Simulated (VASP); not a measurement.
# Zr (P6/mmm) in VASP: notebook

Runs on Zr. Level: PBE. Tasks: single point.

All numbers are computed with VASP 6.6.1; they aren't measurements. Logs are shortened: lines on timing, memory, paths and dates and some standing lists are left out, and cuts for length are marked.

**1. The cell of the first run**

It takes space group P6/mmm (No. 191, hexagonal). The conventional cell has a = 5.042 Å, b = 5.042 Å, c = 3.148 Å, α = 90.00°, β = 90.00°, γ = 120.00°. Within 4.1 Å of Zr (site symmetry 6/mmm) lie 14 Zr at 3.15 to 3.31 Å. Zr (site symmetry -6m2) has 11 Zr at 2.91 to 3.31 Å within 3.8 Å.

**2. Single point, PBE, collinear spin, ferromagnetic start**

File INCAR:

```
SYSTEM = Zr
PREC = Accurate ; ENCUT = 520
EDIFF = 1E-6 ; ISMEAR = -1
SIGMA = 0.05 ; LREAL = .False.
LASPH = .True. ; NELM = 150
ALGO = Normal ; ISIF = 2
LWAVE = .False. ; LCHARG = .False.
ISPIN = 2 ; MAGMOM = 1 1 1
LORBIT = 11 ; LMAXMIX = 4
GGA = PE ; NBANDS = 29
```

File KPOINTS:

```
regular mesh
0
Gamma
  7 7 10
  0 0 0
```

File POSCAR:

```
Zr
1.0
    5.0422730776      0.0000000000      0.0000000000
   -2.5211365388      4.3667365780      0.0000000000
    0.0000000000      0.0000000000      3.1475788115
Zr
3
Direct
    1.0000000000      0.0000000000      0.0000000000
    0.3333333333      0.6666666667      0.5000000000
    0.6666666667      0.3333333333      0.5000000000
```

Potentials or basis: VASP PAW PBE potentials, release 64 (Zr_sv).

On the command line:

```console
> cat potpaw_PBE.64/Zr_sv/POTCAR > POTCAR
> mpirun -np 1 vasp_std > vasp.out
```

OUTCAR:

```text
SYSTEM = Zr
   PREC = Accurate
   ENCUT = 520
   EDIFF = 1E-6
   ISMEAR = -1
   LREAL = .False.
   LASPH = .True.
   NELM = 150
   ISIF = 2
   ISPIN = 2
   LORBIT = 11
   GGA = PE

 ion  position               nearest neighbor table
   1  0.000  0.000  0.000-   2 3.31   3 3.31   2 3.31   3 3.31   2 3.31   2 3.31   3 3.31   3 3.31
                             3 3.31   3 3.31   2 3.31   2 3.31
   2  0.333  0.667  0.500-   3 2.91   3 2.91   3 2.91   1 3.31   1 3.31   1 3.31   1 3.31   1 3.31
                             1 3.31
   3  0.667  0.333  0.500-   2 2.91   2 2.91   2 2.91   1 3.31   1 3.31   1 3.31   1 3.31   1 3.31
                             1 3.31

  LATTYP: Found a hexagonal cell.
 ALAT       =     5.0422730776
 C/A-ratio  =     0.6242380694

  Lattice vectors:

 A1 = (   5.0422730776,   0.0000000000,   0.0000000000)
 A2 = (  -2.5211365388,   4.3667365780,   0.0000000000)
 A3 = (   0.0000000000,   0.0000000000,   3.1475788115)

Analysis of symmetry for initial positions (statically):
=====================================================================
 Subroutine PRICEL returns:
 Original cell was already a primitive cell.

 Routine SETGRP: Setting up the symmetry group for a
 hexagonal supercell.

 Subroutine GETGRP returns: Found 24 space group operations
 (whereof 24 operations were pure point group operations)
 out of a pool of 24 trial point group operations.

The static configuration has the point symmetry D_6h.

Analysis of symmetry for dynamics (positions and initial velocities):
=====================================================================
 Subroutine PRICEL returns:
 Original cell was already a primitive cell.

 Routine SETGRP: Setting up the symmetry group for a
 hexagonal supercell.

 Subroutine GETGRP returns: Found 24 space group operations
 (whereof 24 operations were pure point group operations)
 out of a pool of 24 trial point group operations.

The dynamic configuration has the point symmetry D_6h.

Analysis of structural, dynamic, and magnetic symmetry:
=====================================================================
 Subroutine PRICEL returns:
 Original cell was already a primitive cell.

 Routine SETGRP: Setting up the symmetry group for a
 hexagonal supercell.

 Subroutine GETGRP returns: Found 24 space group operations
 (whereof 24 operations were pure point group operations)
 out of a pool of 24 trial point group operations.

The overall configuration has the point symmetry D_6h.

 Subroutine INISYM returns: Found 24 space group operations
[... 120 lines left out ...]
  volume/ion in A,a.u.               =      23.10       155.90
  Fermi-wavevector in a.u.,A,eV,Ry     =   1.315999  2.486878 23.563308  1.731854
  Thomas-Fermi vector in A             =   2.446142
   LORBIT       =     11    0 simple, 1 ext, 2 COOP (PROOUT), +10 PAW based schemes
   GGA     = PE    functional components
   LHFCALC =     F    Hartree Fock is set to
   AEXX    =    0.0000 exact exchange contribution
   IVDW    =     0    specifies the selected vdW correction
   LEPSILON=     F    determine dielectric tensor
   LRPA    =     F    only Hartree local field effects (RPA)
 spin polarized calculation
  energy-cutoff  :      520.00
  volume of cell :       69.30
 maximum number of plane-waves:      1890
 NGX is ok and might be reduce to    40
   NGX = 19   NGY = 19   NGZ = 11

 number of electron      36.0000000 magnetization       0.0015660

 number of electron      36.0000000 magnetization      -0.0002829

 Free energy of the ion-electron system (eV)
  ---------------------------------------------------
  ext. energy  EPLUGINS =         0.00000000
  ---------------------------------------------------
  free energy    TOTEN  =       -25.57706380 eV

  energy without entropy =      -25.55564661  energy(sigma->0) =      -25.56635521

 E-fermi :   8.9633     XC(G=0): -11.1156

 val. band max:        8.9385225233   @ k =   0.2857   0.2857   0.0000
 cond. band min:       8.9885510120   @ k =   0.1429   0.1429   0.0000
 fundamental gap:      0.0500284887
 Fermi energy:         8.9633222233

 spin component 1

 k-point     1 :       0.0000    0.0000    0.0000
  band No.  band energies     occupation
      1     -39.9219      1.00000
      2     -39.6504      1.00000
      3     -39.4584      1.00000
      4     -18.0533      1.00000
      5     -18.0533      1.00000
      6     -18.0444      1.00000
[... 757 lines left out ...]
     28      14.1343      0.00000
     29      14.1641      0.00000

 [... further k-points ...]

 spin component 2

 k-point     1 :       0.0000    0.0000    0.0000
  band No.  band energies     occupation
      1     -39.9221      1.00000
      2     -39.6506      1.00000
      3     -39.4586      1.00000
      4     -18.0534      1.00000
      5     -18.0534      1.00000
      6     -18.0444      1.00000
[... 757 lines left out ...]
     28      14.1342      0.00000
     29      14.1640      0.00000

 [... further k-points ...]
[... 5 lines left out ...]
  --------------------------------------------------------------------------------------
  -------------------------------------------------------------------------------------
  Total        0.0108928      0.0108928      0.0074207      0.0000000     -0.0000000      0.0000000
  in kB        0.2518207      0.2518207      0.1715526      0.0000000     -0.0000000      0.0000000
  external PRESSURE =       0.2250646 kB  Pullay stress =       0.0000000 kB

 VOLUME and BASIS-vectors are now :
 -----------------------------------------------------------------------------
  energy-cutoff  :      520.00
  volume of cell :       69.30
      direct lattice vectors                 reciprocal lattice vectors
     5.042273078  0.000000000  0.000000000     0.198323253  0.114501984  0.000000000
    -2.521136539  4.366736578  0.000000000     0.000000000  0.229003967  0.000000000
     0.000000000  0.000000000  3.147578811     0.000000000  0.000000000  0.317704515

 POSITION                                       TOTAL-FORCE (eV/Angst)
 -----------------------------------------------------------------------------------
      0.00000      0.00000      0.00000        -0.000000      0.000000      0.000000
     -0.00000      2.91116      1.57379         0.000000      0.000000      0.000000
      2.52114      1.45558      1.57379        -0.000000     -0.000000      0.000000
 -----------------------------------------------------------------------------------
    total drift:                                0.000000      0.000000      0.000000

  FREE ENERGIE OF THE ION-ELECTRON SYSTEM (eV)
  ---------------------------------------------------
  free  energy   TOTEN  =       -25.5770638028 eV

  energy  without entropy=      -25.5556466125  energy(sigma->0) =      -25.56635521

 total charge

# of ion       s       p       d       tot
------------------------------------------
    1        2.222   5.980   1.513   9.715
    2        2.230   5.947   1.724   9.901
    3        2.230   5.947   1.724   9.901
--------------------------------------------------
tot          6.681  17.875   4.961  29.516

 magnetization (x)

# of ion       s       p       d       tot
------------------------------------------
    1       -0.000  -0.000  -0.000  -0.000
    2       -0.000  -0.000  -0.000  -0.000
    3       -0.000  -0.000  -0.000  -0.000
--------------------------------------------------
tot         -0.000  -0.000  -0.000  -0.000
```

OSZICAR:

```text
N       E                     dE             d eps       ncg     rms          rms(c)
DAV:   1     0.350065356795E+03    0.35007E+03   -0.18823E+04  5568   0.123E+03
DAV:   2    -0.108725218707E+01   -0.35115E+03   -0.34120E+03  6266   0.373E+02
DAV:   3    -0.253462135357E+02   -0.24259E+02   -0.23733E+02  9919   0.710E+01
DAV:   4    -0.262380996579E+02   -0.89189E+00   -0.88556E+00  7062   0.140E+01
DAV:   5    -0.262764287918E+02   -0.38329E-01   -0.38302E-01  8135   0.226E+00    0.192E+01
DAV:   6    -0.256991497874E+02    0.57728E+00   -0.16354E+00  6665   0.759E+00    0.765E+00
DAV:   7    -0.255520733289E+02    0.14708E+00   -0.83273E-01  7124   0.470E+00    0.407E+00
DAV:   8    -0.255709370587E+02   -0.18864E-01   -0.97971E-02  7811   0.178E+00    0.132E+00
DAV:   9    -0.255746639584E+02   -0.37269E-02   -0.15404E-02  7150   0.795E-01    0.735E-01
DAV:  10    -0.255777215759E+02   -0.30576E-02   -0.13195E-02  7113   0.807E-01    0.314E-01
DAV:  11    -0.255770685927E+02    0.65298E-03   -0.53592E-03  6972   0.441E-01    0.743E-02
DAV:  12    -0.255770653207E+02    0.32719E-05   -0.24049E-04  7233   0.941E-02    0.232E-02
DAV:  13    -0.255770630861E+02    0.22347E-05   -0.88047E-06  8029   0.185E-02    0.134E-02
DAV:  14    -0.255770638028E+02   -0.71674E-06   -0.30465E-06  5742   0.134E-02
   1 F= -.25577064E+02 E0= -.25566355E+02  d E =-.214172E-01  mag=    -0.0002
```

It took 4.4 min on 1 thread of AMD EPYC 7R43 (Zen 3), shared host; peak memory 0.26 GiB.

What came out:

- Free energy: -25.5771 eV
- Pressure: 0.0 GPa
- Band gap on the k mesh: zero (filled and empty bands overlap)
- Net moment: 0.00 μB per cell
- Valence electrons inside the program's atomic spheres: Zr 9.71, 9.90

**3. Single point, PBE, collinear spin, ferromagnetic start (volume scaled by 0.88)**

File INCAR:

```
SYSTEM = Zr
ALGO     = Normal         ! electronic algorithm
EDIFF    = 1E-6           ! SCF threshold, eV
ENCUT    = 520            ! plane-wave cutoff, eV
GGA      = PE             ! functional
ISIF     = 2              ! what is computed and relaxed
ISMEAR   = -1             ! smearing method
ISPIN    = 2              ! spin polarisation
LASPH    = .True.         ! aspherical terms in the spheres
LCHARG   = .True.         ! write CHGCAR
LELF     = .True.         ! ELF
LMAXMIX  = 4              ! l up to which the mixer works
LORBIT   = 11             ! projections on sites
LREAL    = .False.        ! projectors in reciprocal space
LVHAR    = .True.       
LWAVE    = .False.        ! write WAVECAR
MAGMOM   = 1 1 1          ! initial moments
NBANDS   = 29             ! bands
NELM     = 150            ! most SCF steps
PREC     = Accurate       ! precision mode
SIGMA    = 0.05           ! smearing width, eV
```

File KPOINTS:

```
k-points
0
Gamma
  8 8 11
  0 0 0
```

File POSCAR:

```
Zr
1.0
    4.8319294698      0.0000000000      0.0000000000
   -2.4159647349      4.1845736701      0.0000000000
    0.0000000000      0.0000000000      3.0162743238
Zr
3
Direct
    1.0000000000      0.0000000000      0.0000000000
    0.3333333333      0.6666666667      0.5000000000
    0.6666666667      0.3333333333      0.5000000000
```

Potentials or basis: VASP PAW PBE potentials, release 64 (Zr_sv).

On the command line:

```console
> cat potpaw_PBE.64/Zr_sv/POTCAR > POTCAR
> mpirun -np 1 vasp_std > vasp.out
```

Wall time 4.9 min (1 thread of AMD EPYC 7R43 (Zen 3), shared host); peak memory 0.25 GiB.

The run converged. Its results:

| Item | Value |
| --- | --- |
| Free energy | -25.2052 eV |
| Pressure | 15.3 GPa |
| Band gap on the k mesh | zero (filled and empty bands overlap) |
| Net moment | 0.00 μB per cell |
| Valence electrons inside the program's atomic spheres | Zr 9.88, 10.09 |

Stress tensor (GPa, compression positive):
```
15.36  0.00  0.00
 0.00 15.36  0.00
 0.00  0.00 15.24
```

Levels at points of the mesh, in eV from the Fermi level:
Spin up:
| k point | band 14 | band 15 | band 16 | band 17 | band 18 | band 19 | band 20 | band 21 | band 22 | band 23 |
| --- | --- | --- | --- | --- | --- | --- | --- | --- | --- | --- |
| (0.00, 0.00, 0.00) | -2.78 | -0.42 | -0.42 | -0.38 | -0.38 | -0.15 | 0.91 | 1.80 | 1.80 | 2.48 |
| (0.50, 0.00, 0.00) | -3.11 | -3.04 | -0.78 | -0.77 | -0.57 | -0.07 | 0.80 | 1.18 | 2.21 | 2.68 |
Spin down:
```csv
k point,band 16,band 17,band 18,band 19,band 20,band 21
"(0.00, 0.00, 0.00)",-0.42,-0.38,-0.38,-0.15,0.91,1.80
"(0.50, 0.00, 0.00)",-0.78,-0.77,-0.57,-0.07,0.80,1.18
```
